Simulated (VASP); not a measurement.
Write the native input for VASP 6.6.1 that does the following.

```yaml
Task: single point
Functional: LDA
Potentials_or_basis: VASP PAW LDA potentials, release 64 (Nb_sv)
Cutoff: 520 eV
k_mesh: 14 × 14 × 14
Occupations: fermi-dirac, width 0.1 eV
Spin: no spin polarisation
Dipole_correction: no
Further_INCAR_settings: ALGO = Normal; EDIFF = 1e-06; NBANDS = 12
```

The structure of Nb lies in POSCAR:

```
Nb
1.0
   -1.6231103068      1.6231103068      1.6231103068
    1.6231103068     -1.6231103068      1.6231103068
    1.6231103068      1.6231103068     -1.6231103068
Nb
1
Direct
    0.0000000000      0.0000000000      0.0000000000
```

One way to write it, as run:

INCAR

```
  PREC = Accurate
  ENCUT = 520
  EDIFF = 1E-6
  ISMEAR = -1
  SIGMA = 0.1
  LREAL = F
  LASPH = T
  NELM = 60
  ALGO = Normal
  ISIF = 2
  LWAVE = F
  LCHARG = F
  GGA = CA
  NBANDS = 12
```

KPOINTS

```
Automatic mesh
0
Gamma
  14 14 14
```

Potentials or basis: VASP PAW LDA potentials, release 64 (Nb_sv).

Launch:

```bash
$ cat potpaw_LDA.64/Nb_sv/POTCAR > POTCAR
$ mpirun -np 1 vasp_std > vasp.out
```

Results of the run:

```json
{
 "Pressure": "0.4 GPa"
}
```

It took 24 s on 1 thread of Intel Xeon 8259CL (shared host), peak memory 0.14 GiB.
